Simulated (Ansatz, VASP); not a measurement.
Hg: VASP beside Ansatz

INCAR

```
SYSTEM = Hg
ALGO     = Normal         ! electronic algorithm
EDIFF    = 1E-7           ! SCF threshold, eV
EDIFFG   = -0.005         ! ionic threshold
ENCUT    = 600            ! plane-wave cutoff, eV
GGA      = PS             ! functional
IBRION   = 2              ! ionic algorithm
ISIF     = 3              ! what is computed and relaxed
ISMEAR   = -1             ! smearing method
LASPH    = .True.         ! aspherical terms in the spheres
LCHARG   = .False.        ! write CHGCAR
LREAL    = .False.        ! projectors in reciprocal space
LWAVE    = .False.        ! write WAVECAR
NELM     = 100            ! most SCF steps
NSW      = 60             ! ionic steps
PREC     = Accurate       ! precision mode
SIGMA    = 0.08           ! smearing width, eV
```

The input KPOINTS:

```
k-points
0
Gamma
  15 15 15
  0 0 0
```

POSCAR

```
Hg
1.0
   -1.8143908132      1.8143908132      1.8143908132
    1.8143908132     -1.8143908132      1.8143908132
    1.8143908132      1.8143908132     -1.8143908132
Hg
1
Direct
    0.0000000000      0.0000000000      0.0000000000
```

Input for Ansatz:

```yaml
crystal:
  lattice:
    - [-1.8143908132, 1.8143908132, 1.8143908132]
    - [1.8143908132, -1.8143908132, 1.8143908132]
    - [1.8143908132, 1.8143908132, -1.8143908132]
  atoms:
    - { symbol: Hg, position: [0.0, 0.0, 0.0] }
kpoints:
  mp_grid: { grid: [15, 15, 15] }
scf:
  occupations: { method: fermi_dirac, width: 0.08 }
hamiltonian:
  xc: pbesol
  pseudopotentials: { kind: paw }
output:
  forces: true
  stress: true
  write_density: true
  write_potential: true
  elf: true
  volumetric_format: npy
relax:
  f_tol: 0.005
  max_steps: 40
  cell: {}
```

Alike in both runs: task relaxation of cell and atoms; functional PBEsol; k mesh 15 × 15 × 15; occupations fermi-dirac, width 0.08 eV; no spin polarisation.

```csv
,VASP,Ansatz
version,VASP 6.6.1,Ansatz 0.2.0
potentials or method,"VASP PAW PBE potentials, release 64 (Hg)","PAW with Ansatz's default frozen-core files, scalar-relativistic"
plane-wave cutoff (eV),600,420
valence electrons in the cell,12,20
```

Ansatz gave:

* relaxed volume (Å³/atom): 23.89
* relaxed cell length with the largest relative difference (Å): 3.143

Q: What did VASP give for the same quantities?

A: Relaxed volume (Å³/atom): 24.14; relaxed cell length with the largest relative difference (Å): 3.153.

VASP's potentials were made for PBE, not for PBEsol. VASP's potentials hold 12 valence electrons a cell and Ansatz's 20, so a difference there can come from the potentials and not from the codes.

Spin-orbit coupling is off throughout.
